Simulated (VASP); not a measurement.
**Ga: single point with PBEsol**

Crystal: Ga.

```
Ga
1.0
     3.00317    0.00000    0.00000
    -1.50158    2.60082    0.00000
     0.00000    0.00000    4.86513
Ga
2
Direct
  0.19333 0.59667 0.14500
  0.80667 0.40333 0.85500
```

This cell differs from its parent crystal: shortest bond scaled by 0.58.

* Program: VASP 6.6.1
* Task: single point
* Functional: PBEsol
* Potentials or basis: VASP PAW PBE potentials, release 64 (Ga_d)
* Cutoff: 520 eV
* k mesh: 11 × 11 × 6
* Occupations: fermi-dirac, width 0.05 eV
* Spin: no spin polarisation
* Dipole correction: no
* Further INCAR settings: ALGO = Normal; EDIFF = 1e-07; NBANDS = 20

* Pressure: 54.7 GPa
* Largest force: 20.978 eV/Å
* Band gap on the k mesh: zero (band 13 reaches 8.21 eV, above the bottom of band 14 at 3.33 eV)

Forces on the atoms (eV/Å):
```
Ga    9.801   5.659  17.663
Ga   -9.801  -5.659 -17.663
```

Stress tensor (GPa, compression positive):
```
45.72 22.06 59.24
22.06 20.25 34.20
59.24 34.20 98.12
```

Levels at points of the mesh, in eV from the Fermi level:
| k point | band 9 | band 10 | band 11 | band 12 | band 13 | band 14 | band 15 | band 16 | band 17 | band 18 |
| --- | --- | --- | --- | --- | --- | --- | --- | --- | --- | --- |
| (0.00, 0.00, 0.00) | -15.04 | -14.80 | -12.64 | -4.35 | -2.27 | 8.03 | 8.25 | 9.86 | 10.16 | 13.09 |
| (0.00, 0.00, 0.50) | -15.04 | -14.80 | -12.41 | -6.63 | 2.70 | 6.77 | 8.29 | 8.42 | 9.91 | 10.27 |

It took 81 s on 1 thread of Intel Xeon 6975P-C, with other jobs on the host, peak memory 0.24 GiB.

Caveat: the cell differs from its parent crystal (shortest bond scaled by 0.58); the PAW data sets were made with another functional, which shifts forces and pressure a little.
